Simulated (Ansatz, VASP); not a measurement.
**One calculation of Mo, two programs**

```xyz
1
Lattice="2.5994 0.0000 0.0000 0.0000 2.5994 0.0000 0.0000 0.0000 2.5994" Properties=species:S:1:pos:R:3 pbc="T T T"
Mo    0.0000    0.0000    0.0000
```

Alike in both runs: functional PBE; k mesh 22 × 22 × 22; occupations gaussian, width 0.1 eV; no spin polarisation.

Ansatz relaxed the structure, and its values are those at the end. VASP's run is a single point on that final structure, the one shown.

|  | VASP | Ansatz |
| --- | --- | --- |
| version | VASP 6.6.1 | Ansatz 0.2.0 |
| potentials or method | VASP PAW PBE potentials, release 64 (Mo_sv), cutoff 520 eV | scalar-relativistic, plane waves, PAW |
| valence electrons in the cell | 14 | 14 |

Ansatz gave:

- gap on the k mesh at the Fermi level (eV): none
- pressure (GPa): 0.0

Q: Estimate VASP's values.

A: gap on the k mesh at the Fermi level (eV): none; pressure (GPa): 0.5.

A gap of «none» marks a metal or a gap that the smearing closes. The functional is the same, so the differences come from potentials, cutoffs and numerics.
